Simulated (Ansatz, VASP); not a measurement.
## Fe3Cl: VASP beside Ansatz

Contents of INCAR:

```
ALGO = Normal
EDIFF = 1E-7
EDIFFG = -0.04
ENCUT = 600
GGA = PE
IBRION = 2
ISIF = 3
ISMEAR = 0
ISPIN = 2
LASPH = T
LCHARG = F
LMAXMIX = 4
LORBIT = 11
LREAL = F
LWAVE = F
MAGMOM = 3.21 3.23 3.23 0.16
NELM = 150
NSW = 90
PREC = Accurate
SIGMA = 0.1
```

Contents of KPOINTS:

```
k-points
0
Gamma
  6 6 6
```

File POSCAR:

```
Fe3Cl
1.0
   -1.8739905986      1.8739905986      4.1860569216
    1.8739905986     -1.8739905986      4.1860569216
    1.8739905986      1.8739905986     -4.1860569216
Fe Cl
3 1
Direct
    0.5000000000      0.5000000000      0.0000000000
    0.2500000000      0.7500000000      0.5000000000
    0.7500000000      0.2500000000      0.5000000000
    0.0000000000      0.0000000000      0.0000000000
```

Input for Ansatz:

```yaml
crystal:
  lattice:
    - [-1.8739905986, 1.8739905986, 4.1860569216]
    - [1.8739905986, -1.8739905986, 4.1860569216]
    - [1.8739905986, 1.8739905986, -4.1860569216]
  atoms:
    - { symbol: Fe, position: [0.5, 0.5, 0.0], spin: 3.21 }
    - { symbol: Fe, position: [0.25, 0.75, 0.5], spin: 3.23 }
    - { symbol: Fe, position: [0.75, 0.25, 0.5], spin: 3.23 }
    - { symbol: Cl, position: [0.0, 0.0, 0.0], spin: 0.16 }
basis:
  ecutwfc: 420
kpoints:
  mp_grid: { grid: [6, 6, 6] }
hamiltonian:
  xc: pbe
scf:
  occupations: { method: gaussian, width: 0.1 }
  lower_state_search: "off"
output:
  forces: true
  stress: true
  eigenvalues: true
  populations: true
magnetization:
  spin_polarized: true
relax:
  adjacent_minimum: "off"
  f_tol: 0.04
  max_steps: 70
  cell: { stress_tol: 0.4 }
```

Alike in both runs: task relaxation of cell and atoms; functional PBE; k mesh 6 × 6 × 6; occupations gaussian, width 0.1 eV; collinear spin.

|  | VASP | Ansatz |
| --- | --- | --- |
| version | VASP 6.6.1 | Ansatz 0.2.0 |
| potentials or method | VASP PAW PBE potentials, release 64 (Fe, Cl), cutoff 600 eV | scalar-relativistic, plane waves, PAW |
| valence electrons in the cell | 31 | 55 |

|  | VASP | Ansatz | Ansatz less VASP |
| --- | --- | --- | --- |
| gap on the k mesh at the Fermi level, each at its own relaxed structure (eV) | none | none | - |
| net moment per atom (μB) | 2.22 | 2.22 | +0.007 |
| size of the moment on the site where the two differ most (μB) | 2.87 | 2.88 | +0.009 |
| relaxed volume (Å³/atom) | 13.72 | 13.78 | +0.061 |
| relaxed cell length with the largest relative difference (Å) | 4.979 | 5.004 | +0.0247 |

Site moments also hang on the region over which each program counts them. A gap of «none» marks a metal or a gap that the smearing closes. VASP's potentials hold 31 valence electrons a cell and Ansatz's 55, so a difference there can come from the potentials and not from the codes.

The k mesh is coarse, so the values compare programs but aren't converged.
